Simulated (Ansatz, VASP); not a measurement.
CuAs3: VASP beside Ansatz

```
CELL_PARAMETERS angstrom
4.18838 0.00000 0.00000
0.00000 4.18838 0.00000
0.00000 0.00000 4.18838
ATOMIC_POSITIONS crystal
Cu 0.00000 0.00000 0.00000
As 0.00000 0.50000 0.50000
As 0.50000 0.00000 0.50000
As 0.50000 0.50000 0.00000
```

Alike in both runs: task relaxation of cell and atoms; functional PBE; k mesh 12 × 12 × 12; occupations gaussian, width 0.1 eV; no spin polarisation.

|  | VASP | Ansatz |
| --- | --- | --- |
| version | VASP 6.6.1 | Ansatz 0.2.0 |
| potentials or method | VASP PAW PBE potentials, release 64 (Cu, As), cutoff 600 eV | scalar-relativistic, plane waves, PAW |
| valence electrons in the cell | 26 | 64 |

|  | VASP | Ansatz | Ansatz less VASP |
| --- | --- | --- | --- |
| gap on the k mesh at the Fermi level, each at its own relaxed structure (eV) | none | none | - |
| relaxed volume (Å³/atom) | 17.79 | 17.76 | -0.029 |
| relaxed length of the cell vector where the two differ most in proportion (Å) | 4.144 | 4.142 | -0.0022 |

A gap of «none» marks a metal or a gap that the smearing closes. VASP's potentials hold 26 valence electrons a cell and Ansatz's 64, so a difference there can come from the potentials and not from the codes.
